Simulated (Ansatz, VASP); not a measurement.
**Cd4Se3 in VASP and in Ansatz**

```
Cd Se
1.0
     5.26964    0.00000    0.00000
     0.00000    5.26964    0.00000
     0.00000    0.00000    5.26964
Cd Se
4 3
Cartesian
  2.6348 2.6348 2.6348
  2.6348 0.0000 0.0000
  0.0000 2.6348 0.0000
  0.0000 0.0000 2.6348
  2.6348 2.6348 0.0000
  0.0000 2.6348 2.6348
  2.6348 0.0000 2.6348
```

Change from the starting cell: species swapped into the W3N4 type (Pm-3m, No. 221).

Alike in both runs: task relaxation of cell and atoms; functional PBE; k mesh 3 × 3 × 3; occupations gaussian, width 0.2 eV; no spin polarisation.

|  | VASP | Ansatz |
| --- | --- | --- |
| version | VASP 6.6.1 | Ansatz 0.2.0 |
| potentials or method | VASP PAW PBE potentials, release 64 (Cd, Se), cutoff 600 eV | scalar-relativistic, plane waves, PAW |
| valence electrons in the cell | 66 | 128 |

VASP gave:

```
gap on the k mesh at the Fermi level, each at its own relaxed structure (eV) : none
relaxed volume (Å³/atom)                                                     : 26.34
relaxed length of the cell vector where the two differ most in proportion (Å)              : 5.692
```

Question: Which values does Ansatz return?

Answer: gap on the k mesh at the Fermi level, each at its own relaxed structure (eV): none; relaxed volume (Å³/atom): 26.27; relaxed length of the cell vector where the two differ most in proportion (Å): 5.687.

A gap of «none» marks a metal or a gap that the smearing closes. VASP's potentials hold 66 valence electrons a cell and Ansatz's 128, so a difference there can come from the potentials and not from the codes.

The k mesh is coarse, so the values compare programs but aren't converged. Noted on VASP's run: the volume moved by over 15 % at a fixed basis, so the end points are rough.
